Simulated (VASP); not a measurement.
# ZrC (Fm-3m) in VASP: further runs, part 2 of 4

VASP 6.6.1. Earlier steps stand in the parts before.

### Step 3. Electric field gradients, PBEsol (volume scaled by 1.04)

INCAR reads:

```
ALGO = Normal
EDIFF = 1E-8
ENCUT = 520
GGA = PS
ISIF = 2
ISMEAR = -1
LASPH = True
LCHARG = False
LEFG = True
LREAL = False
LWAVE = False
NBANDS = 15
NELM = 60
PREC = Accurate
SIGMA = 0.05
```

KPOINTS reads:

```
k-points
0
Gamma
  15 15 15
```

POSCAR reads:

```
ZrC
1.0
    0.0000000000      2.3811373624      2.3811373624
    2.3811373624      0.0000000000      2.3811373624
    2.3811373624      2.3811373624      0.0000000000
Zr C
1 1
Direct
    0.5000000000      0.5000000000      0.5000000000
    0.0000000000      0.0000000000      0.0000000000
```

Potentials or basis: VASP PAW PBE potentials, release 64 (Zr_sv, C).

The run is started by

```sh
cat potpaw_PBE.64/Zr_sv/POTCAR potpaw_PBE.64/C/POTCAR > POTCAR
mpirun -np 1 vasp_std > vasp.out
```

OUTCAR:

```text
EDIFF = 1E-8
   ENCUT = 520
   GGA = PS
   ISIF = 2
   ISMEAR = -1
   LASPH = True
   LREAL = False
   NELM = 60
   PREC = Accurate

 ion  position               nearest neighbor table
   1  0.500  0.500  0.500-   2 2.38   2 2.38   2 2.38   2 2.38   2 2.38   2 2.38
   2  0.000  0.000  0.000-   1 2.38   1 2.38   1 2.38   1 2.38   1 2.38   1 2.38

  LATTYP: Found a face centered cubic cell.
 ALAT       =     4.7622747248

  Lattice vectors:

 A1 = (   0.0000000000,   2.3811373624,   2.3811373624)
 A2 = (   2.3811373624,   0.0000000000,   2.3811373624)
 A3 = (   2.3811373624,   2.3811373624,   0.0000000000)

Analysis of symmetry for initial positions (statically):
=====================================================================
 Subroutine PRICEL returns:
 Original cell was already a primitive cell.

 Routine SETGRP: Setting up the symmetry group for a
 face centered cubic supercell.

 Subroutine GETGRP returns: Found 48 space group operations
 (whereof 48 operations were pure point group operations)
 out of a pool of 48 trial point group operations.

The static configuration has the point symmetry O_h .

Analysis of symmetry for dynamics (positions and initial velocities):
=====================================================================
 Subroutine PRICEL returns:
 Original cell was already a primitive cell.

 Routine SETGRP: Setting up the symmetry group for a
 face centered cubic supercell.

 Subroutine GETGRP returns: Found 48 space group operations
 (whereof 48 operations were pure point group operations)
 out of a pool of 48 trial point group operations.

The dynamic configuration has the point symmetry O_h .

 Subroutine INISYM returns: Found 48 space group operations
 (whereof 48 operations are pure point group operations),
 and found     1 'primitive' translations

----------------------------------------------------------------------------------------

                                     Primitive cell

  volume of cell :      27.0012

  direct lattice vectors                    reciprocal lattice vectors
     0.000000000  2.381137362  2.381137362    -0.209983686  0.209983686  0.209983686
     2.381137362  0.000000000  2.381137362     0.209983686 -0.209983686  0.209983686
     2.381137362  2.381137362  0.000000000     0.209983686  0.209983686 -0.209983686

  length of vectors
     3.367436752  3.367436752  3.367436752     0.363702413  0.363702413  0.363702413

  position of ions in fractional coordinates (direct lattice)
     0.500000000  0.500000000  0.500000000
     0.000000000  0.000000000  0.000000000

  ion indices of the primitive-cell ions
   primitive index   ion index
                 1           1
                 2           2

----------------------------------------------------------------------------------------

 KPOINTS: k-points

Automatic generation of k-mesh.
[... 77 lines left out ...]
   NELECT =      16.0000    total number of electrons
   NUPDOWN=      -1.0000    fix difference up-down
   EMIN   =  10.00;   EMAX   =-10.00  energy-range for DOS
   EFERMI =   0.00;   METHOD = LEGACY
   ISMEAR =    -1;   SIGMA  =   0.05  broadening in eV -4-tet -1-fermi 0-gaus
   EFERMI_NEDOS =   21; number of points for ismear=-14 and -15
   IALGO  =     38    algorithm
   IMIX   =      4    mixing-type and parameters
     AMIX     =   0.40;   BMIX     =  1.00
     AMIX_MAG =   1.60;   BMIX_MAG =  1.00
  volume/ion in A,a.u.               =      13.50        91.11
  Fermi-wavevector in a.u.,A,eV,Ry     =   1.375056  2.598479 25.725609  1.890779
  Thomas-Fermi vector in A             =   2.500426
   LORBIT       =      0    0 simple, 1 ext, 2 COOP (PROOUT), +10 PAW based schemes
   GGA     = PS    functional components
   LHFCALC =     F    Hartree Fock is set to
   AEXX    =    0.0000 exact exchange contribution
   IVDW    =     0    specifies the selected vdW correction
   LEPSILON=     F    determine dielectric tensor
   LRPA    =     F    only Hartree local field effects (RPA)
 non-spin polarized calculation
  energy-cutoff  :      520.00
  volume of cell :       27.00
 maximum number of plane-waves:       745
 NGX is ok and might be reduce to    28
   NGX = 13   NGY = 13   NGZ = 13

 number of electron      16.0000000 magnetization

 Free energy of the ion-electron system (eV)
  ---------------------------------------------------
  ext. energy  EPLUGINS =         0.00000000
  ---------------------------------------------------
  free energy    TOTEN  =       -20.51490293 eV

  energy without entropy =      -20.51214285  energy(sigma->0) =      -20.51352289

 E-fermi :   9.0315     XC(G=0): -12.0879

 val. band max:        9.0286900339   @ k =   0.3333   0.2667   0.0000
 cond. band min:       9.0428584415   @ k =   0.4000   0.3333   0.0000
 fundamental gap:      0.0141684076
 Fermi energy:         9.0315043817

 k-point     1 :       0.0000    0.0000    0.0000
  band No.  band energies     occupation
      1     -39.0785      2.00000
      2     -16.8426      2.00000
      3     -16.8426      2.00000
      4     -16.8426      2.00000
      5      -2.0936      2.00000
      6       9.9889      0.00000
      7       9.9889      0.00000
      8       9.9889      0.00000
      9      10.0905      0.00000
     10      10.0905      0.00000
     11      10.0905      0.00000
     12      11.7412      0.00000
     13      11.7412      0.00000
     14      15.8984      0.00000
[... 401 lines left out ...]
      2     -17.0551      2.00000
      3     -16.9050      2.00000
      4     -16.8970      2.00000
      5      -1.3493      2.00000
      6       6.7923      2.00000
      7       8.3760      2.00000
      8       8.6232      1.99943
      9       9.5987      0.00002
     10      11.8702      0.00000
     11      12.2707      0.00000
     12      12.8713      0.00000
     13      14.6373      0.00000
     14      18.0096      0.00000
     15      21.4119      0.00000

 [... further k-points ...]
[... 5 lines left out ...]
  --------------------------------------------------------------------------------------
  -------------------------------------------------------------------------------------
  Total       -2.0441394     -2.0441394     -2.0441394      0.0000000      0.0000000     -0.0000000
  in kB     -121.2935607   -121.2935607   -121.2935607      0.0000000      0.0000000     -0.0000000
  external PRESSURE =    -121.2935607 kB  Pullay stress =       0.0000000 kB

 VOLUME and BASIS-vectors are now :
 -----------------------------------------------------------------------------
  energy-cutoff  :      520.00
  volume of cell :       27.00
      direct lattice vectors                 reciprocal lattice vectors
     0.000000000  2.381137362  2.381137362    -0.209983686  0.209983686  0.209983686
     2.381137362  0.000000000  2.381137362     0.209983686 -0.209983686  0.209983686
     2.381137362  2.381137362  0.000000000     0.209983686  0.209983686 -0.209983686

 POSITION                                       TOTAL-FORCE (eV/Angst)
 -----------------------------------------------------------------------------------
      2.38114      2.38114      2.38114         0.000000      0.000000      0.000000
      0.00000      0.00000      0.00000        -0.000000     -0.000000     -0.000000
 -----------------------------------------------------------------------------------
    total drift:                                0.000000      0.000000      0.000000

  FREE ENERGIE OF THE ION-ELECTRON SYSTEM (eV)
  ---------------------------------------------------
  free  energy   TOTEN  =       -20.5149029291 eV

  energy  without entropy=      -20.5121428535  energy(sigma->0) =      -20.51352289

 Electric field gradients (V/A^2)
---------------------------------------------------------------------
 ion       V_xx      V_yy      V_zz      V_xy      V_xz      V_yz
---------------------------------------------------------------------
   1       0.000    -0.000    -0.000    -0.000    -0.000    -0.000
   2      -0.000     0.000     0.000    -0.000    -0.000    -0.000
---------------------------------------------------------------------

 Electric field gradients after diagonalization (V/A^2)
 (convention: |V_zz| > |V_xx| > |V_yy|)
----------------------------------------------------------------------
 ion       V_xx      V_yy      V_zz     asymmetry (V_yy - V_xx)/ V_zz
----------------------------------------------------------------------
   1       0.000     0.000    -0.000       0.000
   2       0.000     0.000    -0.000       0.000
----------------------------------------------------------------------

           NMR quadrupolar parameters

 Cq : quadrupolar parameter    Cq=e*Q*V_zz/h
 eta: asymmetry parameters     (V_yy - V_xx)/ V_zz
 Q  : nuclear electric quadrupole moment in mb (millibarn)
----------------------------------------------------------------------
 ion       Cq(MHz)       eta       Q (mb)
----------------------------------------------------------------------
   1      -0.000       0.000       1.000
   2      -0.000       0.000       1.000
----------------------------------------------------------------------
```

stdout:

```text
POSCAR found type information on POSCAR ZrC
 POSCAR found :  2 types and       2 ions
 scaLAPACK will be used
 -----------------------------------------------------------------------------
|                                                                             |
|                                                                             |
|     You enforced a specific xc type in the INCAR file but a different       |
|     I HOPE YOU KNOW WHAT YOU ARE DOING!                                     |
|                                                                             |
 -----------------------------------------------------------------------------

 LDA part: xc-table for (Slater+PW92), standard interpolation
 POSCAR, INCAR and KPOINTS ok, starting setup
 FFT: planning ... GRIDC
 FFT: planning ... GRID_SOFT
 FFT: planning ... GRID
 WAVECAR not read
 entering main loop
ion   1

ion   2
```

Wall time 53 s (1 thread of Intel Xeon Platinum 8488C (Sapphire Rapids), shared host); peak memory 0.19 GiB.

What came out:

```
Free energy            : -20.5149 eV
Pressure               : -12.1 GPa
Band gap on the k mesh : zero (band 8 reaches 9.99 eV, above the bottom of band 9 at 8.69 eV)
```

Caveat: without QUAD_EFG the Cq values of the log hold for a quadrupole moment of 1 mb, not for the nuclei; the PAW data sets were made with another functional, which shifts forces and pressure a little.

### Step 4. Electric field gradients, PBEsol (volume scaled by 1.04)

INCAR reads:

```
SYSTEM = ZrC
PREC = Accurate
ENCUT = 520
EDIFF = 1E-8
ISMEAR = -1
SIGMA = 0.05
LREAL = .False.
LASPH = .True.
NELM = 60
ALGO = Normal
ISIF = 2
LWAVE = .False.
LCHARG = .False.
GGA = PS
LEFG = .True.
NBANDS = 15
```

KPOINTS reads:

```
regular mesh
0
Gamma
  15 15 15
  0 0 0
```

POSCAR is that of step 3.

Potentials or basis: VASP PAW PBE potentials, release 64 (Zr_sv, C).

The run is started by

```sh
cat potpaw_PBE.64/Zr_sv/POTCAR potpaw_PBE.64/C/POTCAR > POTCAR
mpirun -np 1 vasp_std > vasp.out
```

OUTCAR:

```text
SYSTEM = ZrC
   PREC = Accurate
   ENCUT = 520
   EDIFF = 1E-8
   ISMEAR = -1
   LREAL = .False.
   LASPH = .True.
   NELM = 60
   ISIF = 2
   GGA = PS

 ion  position               nearest neighbor table
   1  0.500  0.500  0.500-   2 2.38   2 2.38   2 2.38   2 2.38   2 2.38   2 2.38
   2  0.000  0.000  0.000-   1 2.38   1 2.38   1 2.38   1 2.38   1 2.38   1 2.38

  LATTYP: Found a face centered cubic cell.
 ALAT       =     4.7622747248

  Lattice vectors:

 A1 = (   0.0000000000,   2.3811373624,   2.3811373624)
 A2 = (   2.3811373624,   0.0000000000,   2.3811373624)
 A3 = (   2.3811373624,   2.3811373624,   0.0000000000)

Analysis of symmetry for initial positions (statically):
=====================================================================
 Subroutine PRICEL returns:
 Original cell was already a primitive cell.

 Routine SETGRP: Setting up the symmetry group for a
 face centered cubic supercell.

[... 621 lines left out ...]
      direct lattice vectors                 reciprocal lattice vectors
     0.000000000  2.381137362  2.381137362    -0.209983686  0.209983686  0.209983686
     2.381137362  0.000000000  2.381137362     0.209983686 -0.209983686  0.209983686
     2.381137362  2.381137362  0.000000000     0.209983686  0.209983686 -0.209983686

 POSITION                                       TOTAL-FORCE (eV/Angst)
 -----------------------------------------------------------------------------------
      2.38114      2.38114      2.38114         0.000000      0.000000      0.000000
      0.00000      0.00000      0.00000        -0.000000     -0.000000     -0.000000
 -----------------------------------------------------------------------------------
    total drift:                                0.000000      0.000000      0.000000

  FREE ENERGIE OF THE ION-ELECTRON SYSTEM (eV)
  ---------------------------------------------------
  free  energy   TOTEN  =       -20.5149029291 eV

  energy  without entropy=      -20.5121428535  energy(sigma->0) =      -20.51352289

 Electric field gradients (V/A^2)
---------------------------------------------------------------------
 ion       V_xx      V_yy      V_zz      V_xy      V_xz      V_yz
---------------------------------------------------------------------
   1       0.000    -0.000    -0.000    -0.000    -0.000    -0.000
   2      -0.000     0.000     0.000    -0.000    -0.000    -0.000
---------------------------------------------------------------------

 Electric field gradients after diagonalization (V/A^2)
 (convention: |V_zz| > |V_xx| > |V_yy|)
----------------------------------------------------------------------
 ion       V_xx      V_yy      V_zz     asymmetry (V_yy - V_xx)/ V_zz
----------------------------------------------------------------------
   1       0.000     0.000    -0.000       0.000
   2       0.000     0.000    -0.000       0.000
----------------------------------------------------------------------

           NMR quadrupolar parameters

 Cq : quadrupolar parameter    Cq=e*Q*V_zz/h
 eta: asymmetry parameters     (V_yy - V_xx)/ V_zz
 Q  : nuclear electric quadrupole moment in mb (millibarn)
----------------------------------------------------------------------
 ion       Cq(MHz)       eta       Q (mb)
----------------------------------------------------------------------
   1      -0.000       0.000       1.000
   2      -0.000       0.000       1.000
----------------------------------------------------------------------
```

OSZICAR:

```text
N       E                     dE             d eps       ncg     rms          rms(c)
DAV:   1     0.983222498183E+02    0.98322E+02   -0.85634E+03  3600   0.107E+03
DAV:   2    -0.176616922140E+02   -0.11598E+03   -0.10876E+03  4622   0.287E+02
DAV:   3    -0.236417530393E+02   -0.59801E+01   -0.59416E+01  5906   0.543E+01
DAV:   4    -0.237971741745E+02   -0.15542E+00   -0.15535E+00  4384   0.622E+00
DAV:   5    -0.237990774305E+02   -0.19033E-02   -0.19030E-02  4744   0.605E-01    0.193E+01
DAV:   6    -0.206768205274E+02    0.31223E+01   -0.58267E+00  4260   0.217E+01    0.693E+00
DAV:   7    -0.205447861541E+02    0.13203E+00   -0.58535E-01  4100   0.571E+00    0.584E+00
DAV:   8    -0.205487522408E+02   -0.39661E-02   -0.35566E-01  4328   0.439E+00    0.424E+00
DAV:   9    -0.205154738965E+02    0.33278E-01   -0.60986E-02  3985   0.171E+00    0.651E-01
DAV:  10    -0.205149136289E+02    0.56027E-03   -0.43331E-03  4630   0.574E-01    0.422E-02
DAV:  11    -0.205149087197E+02    0.49092E-05   -0.13180E-04  4195   0.111E-01    0.468E-02
DAV:  12    -0.205149037109E+02    0.50088E-05   -0.56814E-06  4472   0.194E-02    0.131E-02
DAV:  13    -0.205149030401E+02    0.67079E-06   -0.22637E-06  4490   0.922E-03    0.483E-03
DAV:  14    -0.205149029307E+02    0.10946E-06   -0.13938E-07  4217   0.248E-03    0.164E-03
DAV:  15    -0.205149029291E+02    0.15561E-08   -0.65327E-09  3039   0.586E-04
   1 F= -.20514903E+02 E0= -.20513523E+02  d E =-.276008E-02
```

It took 45 s on 1 thread of Intel Xeon Platinum 8488C (Sapphire Rapids), shared host; peak memory 0.19 GiB.

What came out:

| Property | Result |
| --- | --- |
| Free energy | -20.5149 eV |
| Pressure | -12.1 GPa |
| Band gap on the k mesh | zero (band 8 reaches 9.99 eV, above the bottom of band 9 at 8.69 eV) |

Levels at points of the mesh, in eV from the Fermi level:
```tsv
k point	band 5	band 6	band 7	band 8	band 9	band 10	band 11	band 12
(0.00, 0.00, 0.00)	-11.13	0.96	0.96	0.96	1.06	1.06	1.06	2.71
```

Caveat: without QUAD_EFG the Cq values of the log hold for a quadrupole moment of 1 mb, not for the nuclei; the PAW data sets were made with another functional, which shifts forces and pressure a little.

(Part 2 of 4 ends here.)
